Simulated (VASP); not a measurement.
# CO2 (Pa-3) in VASP: settings compared

The runs below take CO2 through relaxation of cell and atoms, single point, with PBEsol, r2SCAN+rVV10.

Everything below comes from runs of VASP 6.6.1. Logs are shortened: lines on timing, memory, paths and dates and some standing lists are left out, and cuts for length are marked.

**1. The cell of the first run**

The structure is cubic, space group Pa-3 (No. 205). The conventional cell has a = 5.497 Å, b = 5.497 Å, c = 5.497 Å, α = 90.00°, β = 90.00°, γ = 90.00°. Within 1.6 Å of C (site symmetry -3) lie 2 O at 1.17 Å. Within 1.6 Å of O (site symmetry 3) lie 1 C at 1.17 Å.

**2. Relaxation of cell and atoms, PBEsol**

The input, INCAR:

```
SYSTEM = CO2
  PREC = Accurate
  ENCUT = 600
  EDIFF = 1E-6
  ISMEAR = -1
  SIGMA = 0.03
  LREAL = .False.
  LASPH = .True.
  NELM = 100
  ALGO = Normal
  ISIF = 3
  LWAVE = .False.
  LCHARG = .False.
  GGA = PS
  IBRION = 2
  NSW = 100
  EDIFFG = -0.01
```

The input, KPOINTS:

```
regular mesh
0
Gamma
  4 4 4
  0 0 0
```

The input, POSCAR:

```
CO2
1.0
    5.4970732800      0.0000000000      0.0000000000
    0.0000000000      5.4970732800      0.0000000000
    0.0000000000      0.0000000000      5.4970732800
C O
4 8
Direct
    0.0000000000      0.0000000000      0.0000000000
    0.5000000000      0.0000000000      0.5000000000
    0.5000000000      0.5000000000      0.0000000000
    0.0000000000      0.5000000000      0.5000000000
    0.1225369800      0.1225369800      0.1225369800
    0.3774630200      0.8774630200      0.6225369800
    0.6225369800      0.3774630200      0.8774630200
    0.8774630200      0.6225369800      0.3774630200
    0.8774630200      0.8774630200      0.8774630200
    0.6225369800      0.1225369800      0.3774630200
    0.3774630200      0.6225369800      0.1225369800
    0.1225369800      0.3774630200      0.6225369800
```

Potentials or basis: VASP PAW PBE potentials, release 64 (C, O).

Run with:

```console
cat potpaw_PBE.64/C/POTCAR potpaw_PBE.64/O/POTCAR > POTCAR
mpirun -np 1 vasp_std > vasp.out
```

OUTCAR:

```text
SYSTEM = CO2
   PREC = Accurate
   ENCUT = 600
   EDIFF = 1E-6
   ISMEAR = -1
   LREAL = .False.
   LASPH = .True.
   NELM = 100
   ISIF = 3
   GGA = PS
   IBRION = 2
   NSW = 100
   EDIFFG = -0.01

 ion  position               nearest neighbor table
   1  0.000  0.000  0.000-   5 1.17   9 1.17
   2  0.500  0.000  0.500-   6 1.17  10 1.17
   3  0.500  0.500  0.000-   7 1.17  11 1.17
   4  0.000  0.500  0.500-   8 1.17  12 1.17
   5  0.123  0.123  0.123-   1 1.17
   6  0.377  0.877  0.623-   2 1.17
   7  0.623  0.377  0.877-   3 1.17
   8  0.877  0.623  0.377-   4 1.17
   9  0.877  0.877  0.877-   1 1.17
  10  0.623  0.123  0.377-   2 1.17
  11  0.377  0.623  0.123-   3 1.17
  12  0.123  0.377  0.623-   4 1.17

  LATTYP: Found a simple cubic cell.
 ALAT       =     5.4970732800

  Lattice vectors:

 A1 = (   5.4970732800,   0.0000000000,   0.0000000000)
 A2 = (   0.0000000000,   5.4970732800,   0.0000000000)
 A3 = (   0.0000000000,   0.0000000000,   5.4970732800)

Analysis of symmetry for initial positions (statically):
=====================================================================
 Subroutine PRICEL returns:
 Original cell was already a primitive cell.

 Routine SETGRP: Setting up the symmetry group for a
 simple cubic supercell.

 Subroutine GETGRP returns: Found 24 space group operations
 (whereof  6 operations were pure point group operations)
 out of a pool of 48 trial point group operations.

The static configuration has the point symmetry S_6 .
 The point group associated with its full space group is T_h .

Analysis of symmetry for dynamics (positions and initial velocities):
=====================================================================
 Subroutine PRICEL returns:
 Original cell was already a primitive cell.

 Routine SETGRP: Setting up the symmetry group for a
 simple cubic supercell.

 Subroutine GETGRP returns: Found 24 space group operations
 (whereof  6 operations were pure point group operations)
 out of a pool of 48 trial point group operations.

The dynamic configuration has the point symmetry S_6 .
 The point group associated with its full space group is T_h .

 Subroutine INISYM returns: Found 24 space group operations
 (whereof  6 operations are pure point group operations),
 and found     1 'primitive' translations

[... 99 lines left out ...]
   NELM   =    100;   NELMIN=  2; NELMDL= -5     # of ELM steps
   EDIFF  = 0.1E-05   stopping-criterion for ELM
   LREAL  =      F    real-space projection
   EDIFFG = -.1E-01   stopping-criterion for IOM
   NSW    =    100    number of steps for IOM
   IBRION =      2    ionic relax: 0-MD 1-quasi-New 2-CG
   NFREE  =      1    steps in history (QN), initial steepest desc. (CG)
   ISIF   =      3    stress and relaxation
   ISYM   =      2    0-nonsym 1-usesym 2-fastsym
   POTIM  = 0.5000    time-step for ionic-motion
   TEBEG  =    0.0;   TEEND  =   0.0 temperature during run
   PSTRESS=    0.0 pullay stress
   NELECT =      64.0000    total number of electrons
   NUPDOWN=      -1.0000    fix difference up-down
   EMIN   =  10.00;   EMAX   =-10.00  energy-range for DOS
   EFERMI =   0.00;   METHOD = LEGACY
   ISMEAR =    -1;   SIGMA  =   0.03  broadening in eV -4-tet -1-fermi 0-gaus
   EFERMI_NEDOS =   21; number of points for ismear=-14 and -15
   IALGO  =     38    algorithm
   IMIX   =      4    mixing-type and parameters
     AMIX     =   0.40;   BMIX     =  1.00
     AMIX_MAG =   1.60;   BMIX_MAG =  1.00
  volume/ion in A,a.u.               =      13.84        93.41
  Fermi-wavevector in a.u.,A,eV,Ry     =   1.191251  2.251138 19.307743  1.419079
  Thomas-Fermi vector in A             =   2.327317
   LORBIT       =      0    0 simple, 1 ext, 2 COOP (PROOUT), +10 PAW based schemes
   GGA     = PS    functional components
   LHFCALC =     F    Hartree Fock is set to
   AEXX    =    0.0000 exact exchange contribution
   IVDW    =     0    specifies the selected vdW correction
   LEPSILON=     F    determine dielectric tensor
   LRPA    =     F    only Hartree local field effects (RPA)
 conjugate gradient relaxation of ions
 non-spin polarized calculation
  energy-cutoff  :      600.00
  volume of cell :      166.11
 maximum number of plane-waves:      5558
 NGX is ok and might be reduce to    48
   NGX = 21   NGY = 21   NGZ = 21

--------------------------------------- Ionic step        1  -------------------------------------------

 number of electron      64.0000003 magnetization

 Free energy of the ion-electron system (eV)
  ---------------------------------------------------
  ext. energy  EPLUGINS =         0.00000000
  ---------------------------------------------------
  free energy    TOTEN  =       -95.30262603 eV

  energy without entropy =      -95.30262603  energy(sigma->0) =      -95.30262603

------------------------ aborting loop because EDIFF is reached ----------------------------------------

  FORCE on cell =-STRESS in cart. coord.  units (eV):
  Direction    XX          YY          ZZ          XY          YZ          ZX
  --------------------------------------------------------------------------------------
  -------------------------------------------------------------------------------------
  Total        2.4704018      2.4704018      2.4704018      0.0000000      0.0000000     -0.0000000
  in kB       23.8277806     23.8277806     23.8277806      0.0000000      0.0000000     -0.0000000
  external PRESSURE =      23.8277806 kB  Pullay stress =       0.0000000 kB
[... 119 lines left out ...]
  FREE ENERGIE OF THE ION-ELECTRON SYSTEM (eV)
  ---------------------------------------------------
  free  energy   TOTEN  =       -95.3190263486 eV

  energy  without entropy=      -95.3190263486  energy(sigma->0) =      -95.31902635

[... ionic steps 4 to 7 ...]

--------------------------------------- Ionic step        8  -------------------------------------------

 number of electron      63.9999967 magnetization

------------------------ aborting loop because EDIFF is reached ----------------------------------------
[... 87 lines left out ...]
--------------------------------------- Ionic step       10  -------------------------------------------

 number of electron      63.9999967 magnetization

 Free energy of the ion-electron system (eV)
  ---------------------------------------------------
  ext. energy  EPLUGINS =         0.00000000
  ---------------------------------------------------
  free energy    TOTEN  =       -95.33998263 eV

  energy without entropy =      -95.33998263  energy(sigma->0) =      -95.33998263

 E-fermi :  -3.2043     XC(G=0):  -7.7950

 val. band max:       -3.8838626359   @ k =   0.0000   0.0000   0.0000
 cond. band min:       2.7676836864   @ k =   0.0000   0.0000   0.0000
 fundamental gap:      6.6515463223
 Fermi energy:        -3.2043177710

 k-point     1 :       0.0000    0.0000    0.0000
  band No.  band energies     occupation
      1     -24.3153      2.00000
      2     -24.1296      2.00000
      3     -24.1296      2.00000
      4     -24.1296      2.00000
      5     -23.1996      2.00000
      6     -23.1996      2.00000
[... 490 lines left out ...]
  FREE ENERGIE OF THE ION-ELECTRON SYSTEM (eV)
  ---------------------------------------------------
  free  energy   TOTEN  =       -95.3399826255 eV

  energy  without entropy=      -95.3399826254  energy(sigma->0) =      -95.33998263

 reached required accuracy - stopping structural energy minimisation
```

OSZICAR:

```text
N       E                     dE             d eps       ncg     rms          rms(c)
DAV:   1     0.458823600781E+03    0.45882E+03   -0.37143E+04   858   0.169E+03
DAV:   2    -0.678492927645E+02   -0.52667E+03   -0.51293E+03  1112   0.362E+02
DAV:   3    -0.100547002317E+03   -0.32698E+02   -0.32542E+02   991   0.976E+01
DAV:   4    -0.101140385784E+03   -0.59338E+00   -0.59216E+00  1134   0.133E+01
[... 90 lines left out ...]
DAV:   3    -0.953410006940E+02    0.63633E-02   -0.25409E-02   949   0.823E-01    0.228E-01
DAV:   4    -0.953400406682E+02    0.96003E-03   -0.44492E-03   967   0.326E-01    0.670E-02
DAV:   5    -0.953399820461E+02    0.58622E-04   -0.22473E-04   984   0.964E-02    0.332E-02
DAV:   6    -0.953399816497E+02    0.39638E-06   -0.11424E-04   942   0.646E-02    0.943E-03
DAV:   7    -0.953399826255E+02   -0.97572E-06   -0.68465E-06   989   0.148E-02
  10 F= -.95339983E+02 E0= -.95339983E+02  d E =-.136500E-03
```

Wall time 6 min (1 thread of Intel Xeon 6975P-C (Granite Rapids), shared host); peak memory 0.35 GiB.

What came out:

```
Free energy                           : -95.3400 eV
Relaxed volume                        : 15.31 Å³/atom
Relaxed cell                          : a = 5.685 Å, b = 5.685 Å, c = 5.685 Å, α = 90.00°, β = 90.00°, γ = 90.00°
Space group after relaxing (to 0.1 Å) : Pa-3 (No. 205)
Energy gained by relaxing             : 3.1 meV/atom
Ionic steps                           : 10
Pressure after relaxing               : 0.0 GPa
Largest force after relaxing          : 0.009 eV/Å
Band gap on the k mesh                : 6.65 eV
```

Forces on the atoms (eV/Å):
```
C    0.000  0.000  0.000
C    0.000  0.000  0.000
C    0.000  0.000  0.000
C    0.000  0.000  0.000
O    0.005  0.005  0.005
O   -0.005 -0.005  0.005
O    0.005 -0.005 -0.005
O   -0.005  0.005 -0.005
O   -0.005 -0.005 -0.005
O    0.005  0.005 -0.005
O   -0.005  0.005  0.005
O    0.005 -0.005  0.005
```

The path:
| step | energy change (eV) | largest force (eV/Å) | pressure (GPa) | volume (Å³) |
| --- | --- | --- | --- | --- |
| 1 | 0.0000 | 0.6146 | 2.38 | 166.11 |
| 2 | 0.4599 | 3.2912 | -9.39 | 171.11 |
| 3 | -0.0164 | 0.0742 | 0.31 | 166.86 |
| 4 | -0.0164 | 0.0519 | 0.39 | 166.83 |
| 5 | -0.0188 | 0.0492 | 0.35 | 167.57 |
| 6 | -0.0250 | 0.0401 | 0.28 | 169.79 |
| 7 | -0.0333 | 0.0129 | 0.17 | 174.29 |
| 8 | -0.0372 | 0.0721 | 0.15 | 183.53 |
| 9 | 0.0135 | 1.1026 | -3.06 | 187.23 |
| 10 | -0.0374 | 0.0087 | -0.03 | 183.71 |

Final structure:
```
CELL_PARAMETERS angstrom
5.68479 0.00000 0.00000
0.00000 5.68479 0.00000
0.00000 0.00000 5.68479
ATOMIC_POSITIONS crystal
C 0.00000 0.00000 0.00000
C 0.50000 0.00000 0.50000
C 0.50000 0.50000 0.00000
C 0.00000 0.50000 0.50000
O 0.11914 0.11914 0.11914
O 0.38086 0.88086 0.61914
O 0.61914 0.38086 0.88086
O 0.88086 0.61914 0.38086
O 0.88086 0.88086 0.88086
O 0.61914 0.11914 0.38086
O 0.38086 0.61914 0.11914
O 0.11914 0.38086 0.61914
```

Caveat: this functional lacks dispersion, which holds the molecules together, so the pressure and a relaxed volume are unreliable; the PAW data sets were made with another functional, which shifts forces and pressure a little.

**3. Single point, r2SCAN+rVV10**

This run uses another cell than the first one, of 13.43 Å³/atom.

The input, POSCAR:

```
CO2
1.0
    5.4420836279      0.0000000000      0.0000000000
    0.0000000000      5.4420836279      0.0000000000
    0.0000000000      0.0000000000      5.4420836279
C O
4 8
Direct
    0.0000000000      0.0000000000      0.0000000000
    0.5000000000      0.0000000000      0.5000000000
    0.5000000000      0.5000000000      0.0000000000
    0.0000000000      0.5000000000      0.5000000000
    0.1230904462      0.1230904462      0.1230904462
    0.3769095538      0.8769095538      0.6230904462
    0.6230904462      0.3769095538      0.8769095538
    0.8769095538      0.6230904462      0.3769095538
    0.8769095538      0.8769095538      0.8769095538
    0.6230904462      0.1230904462      0.3769095538
    0.3769095538      0.6230904462      0.1230904462
    0.1230904462      0.3769095538      0.6230904462
```

The input, INCAR.step1:

```
SYSTEM = CO2
ALGO = Normal
EDIFF = 1E-4
ENCUT = 520
GGA = PE
ISMEAR = -1
LASPH = .TRUE.
LCHARG = .FALSE.
LREAL = .FALSE.
LWAVE = .TRUE.
NBANDS = 44
NELM = 80
PREC = Accurate
SIGMA = 0.03
```

The input, INCAR.step2:

```
SYSTEM = CO2
ALGO = Normal
BPARAM = 11.95
CPARAM = 0.0093
EDIFF = 1E-6
ENCUT = 520
ISIF = 2
ISMEAR = -1
ISTART = 1
IVDW_NL = 2
LASPH = .TRUE.
LCHARG = .FALSE.
LMIXTAU = .TRUE.
LREAL = .FALSE.
LUSE_VDW = .TRUE.
LWAVE = .FALSE.
METAGGA = R2SCAN
NBANDS = 44
NELM = 80
PREC = Accurate
SIGMA = 0.03
```

The input, KPOINTS:

```
k-points
0
G
  6 6 6
  0 0 0
```

Potentials or basis: VASP PAW PBE potentials, release 64 (C, O).

Run with:

```console
cat potpaw_PBE.64/C/POTCAR potpaw_PBE.64/O/POTCAR > POTCAR
cp INCAR.step1 INCAR
mpirun -np 1 vasp_std > vasp.out
cp INCAR.step2 INCAR
mpirun -np 1 vasp_std > vasp.out
```

OUTCAR:

```text
SYSTEM = CO2
   BPARAM = 11.95
   EDIFF = 1E-6
   ENCUT = 520
   ISIF = 2
   ISMEAR = -1
   ISTART = 1
   IVDW_NL = 2
   LASPH = .TRUE.
   LREAL = .FALSE.
   METAGGA = R2SCAN
   NELM = 80
   PREC = Accurate

 ion  position               nearest neighbor table
   1  0.000  0.000  0.000-   5 1.16   9 1.16
   2  0.500  0.000  0.500-   6 1.16  10 1.16
   3  0.500  0.500  0.000-   7 1.16  11 1.16
   4  0.000  0.500  0.500-   8 1.16  12 1.16
   5  0.123  0.123  0.123-   1 1.16
   6  0.377  0.877  0.623-   2 1.16
   7  0.623  0.377  0.877-   3 1.16
   8  0.877  0.623  0.377-   4 1.16
   9  0.877  0.877  0.877-   1 1.16
  10  0.623  0.123  0.377-   2 1.16
  11  0.377  0.623  0.123-   3 1.16
  12  0.123  0.377  0.623-   4 1.16

  LATTYP: Found a simple cubic cell.
 ALAT       =     5.4420836279

  Lattice vectors:

 A1 = (   5.4420836279,   0.0000000000,   0.0000000000)
[... 207 lines left out ...]
  band No.  band energies     occupation
      1     -25.5368      2.00000
      2     -25.2500      2.00000
      3     -25.2500      2.00000
      4     -25.2500      2.00000
      5     -24.2704      2.00000
      6     -24.2704      2.00000
[... 1117 lines left out ...]
     43       7.0745      0.00000
     44       7.0745      0.00000

------------------------ aborting loop because EDIFF is reached ----------------------------------------

  FORCE on cell =-STRESS in cart. coord.  units (eV):
  Direction    XX          YY          ZZ          XY          YZ          ZX
  --------------------------------------------------------------------------------------
  -------------------------------------------------------------------------------------
  Total        2.0420120      2.0420120      2.0420120      0.0000000      0.0000000     -0.0000000
  in kB       20.2989347     20.2989347     20.2989347      0.0000000      0.0000000     -0.0000000
  external PRESSURE =      20.2989347 kB  Pullay stress =       0.0000000 kB

 VOLUME and BASIS-vectors are now :
 -----------------------------------------------------------------------------
  energy-cutoff  :      520.00
  volume of cell :      161.17
      direct lattice vectors                 reciprocal lattice vectors
     5.442083628  0.000000000  0.000000000     0.183753148  0.000000000  0.000000000
     0.000000000  5.442083628  0.000000000     0.000000000  0.183753148  0.000000000
     0.000000000  0.000000000  5.442083628     0.000000000  0.000000000  0.183753148

 POSITION                                       TOTAL-FORCE (eV/Angst)
 -----------------------------------------------------------------------------------
      0.00000      0.00000      0.00000        -0.000000      0.000000      0.000000
      2.72104      0.00000      2.72104        -0.000000      0.000000      0.000000
      2.72104      2.72104      0.00000        -0.000000      0.000000      0.000000
      0.00000      2.72104      2.72104        -0.000000      0.000000      0.000000
      0.66987      0.66987      0.66987         0.455395      0.455395      0.455395
      2.05117      4.77222      3.39091        -0.455395     -0.455395      0.455395
      3.39091      2.05117      4.77222         0.455395     -0.455395     -0.455395
      4.77222      3.39091      2.05117        -0.455395      0.455395     -0.455395
      4.77222      4.77222      4.77222        -0.455395     -0.455395     -0.455395
      3.39091      0.66987      2.05117         0.455395      0.455395     -0.455395
      2.05117      3.39091      0.66987        -0.455395      0.455395      0.455395
      0.66987      2.05117      3.39091         0.455395     -0.455395      0.455395
 -----------------------------------------------------------------------------------
    total drift:                                0.000000     -0.000000     -0.000000

  FREE ENERGIE OF THE ION-ELECTRON SYSTEM (eV)
  ---------------------------------------------------
  free  energy   TOTEN  =      -100.9044846737 eV

  energy  without entropy=     -100.9044846737  energy(sigma->0) =     -100.90448467
```

Wall time 5.2 min (1 thread of Intel Xeon 6975P-C (Granite Rapids), shared host); peak memory 0.55 GiB.

Results:

| Item | Value |
| --- | --- |
| Free energy | -100.9045 eV |
| Pressure | 2.0 GPa |
| Largest force | 0.789 eV/Å |
| Band gap on the k mesh | 7.48 eV |

Forces in eV/Å, atoms in the order of the input:
```
C    0.000  0.000  0.000
C    0.000  0.000  0.000
C    0.000  0.000  0.000
C    0.000  0.000  0.000
O    0.455  0.455  0.455
O   -0.455 -0.455  0.455
O    0.455 -0.455 -0.455
O   -0.455  0.455 -0.455
O   -0.455 -0.455 -0.455
O    0.455  0.455 -0.455
O   -0.455  0.455  0.455
O    0.455 -0.455  0.455
```

Caveat: the PAW data sets were made with another functional, which shifts forces and pressure a little. A k mesh can miss the band edges.
